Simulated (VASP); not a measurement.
A run of VASP 6.6.1:

The input INCAR:

```
  PREC = Accurate
  ENCUT = 520
  EDIFF = 1E-6
  ISMEAR = 0
  SIGMA = 0.02
  LREAL = F
  LASPH = T
  NELM = 150
  ALGO = Normal
  ISIF = 2
  LWAVE = F
  LCHARG = F
  ISPIN = 2
  MAGMOM = 0 0 0 0 0 0 0 0 0.13 0 0 0 0.34
  LORBIT = 11
  GGA = PE
  NBANDS = 70
```

KPOINTS

```
Automatic mesh
0
Gamma
  2 2 2
```

The input POSCAR:

```
Cd6HS6
1.0
    0.0000000000      0.0000000000     -6.8307328146
   -6.2959774550      3.6349842784      0.0000000000
    6.2959774549      3.6349842785      0.0000000000
Cd S H
6 6 1
Direct
    0.5016807264      0.0009297250      0.3351831455
    0.4994420207      0.6664573810      0.6660380657
    0.5040015608      0.3355271680      0.0005180268
    0.9988161132      0.3116159289      0.3124434414
    0.9986350199     -0.0011917766      0.6866968048
    0.9984840844      0.6864050708     -0.0003635892
    0.1267850791     -0.0022831240      0.3498037467
    0.1244408211      0.6484814300      0.6496146933
    0.1289217459      0.3501637328     -0.0012549335
    0.6219571333      0.3335449791      0.3334125135
    0.6225936683      0.0004006970      0.6684539152
    0.6229384336      0.6696113763      0.0002517685
    0.9631136481      0.0300912117      0.0137714264
```

Potentials or basis: VASP PAW PBE potentials, release 64 (Cd, S, H).

Run with:

```bash
$ cat potpaw_PBE.64/Cd/POTCAR potpaw_PBE.64/S/POTCAR potpaw_PBE.64/H/POTCAR > POTCAR
$ mpirun -np 1 vasp_std > vasp.out
```

Hardware: 1 thread of Intel(R) Xeon(R) Platinum 8559C (Emerald Rapids), with other jobs on the host.

Task: How long does it take, and how much memory?

Result: It took 5.1 min on 1 thread of Intel(R) Xeon(R) Platinum 8559C (Emerald Rapids), on a shared host, peak memory 0.65 GiB. Counts: scf iterations 16, k points 8.
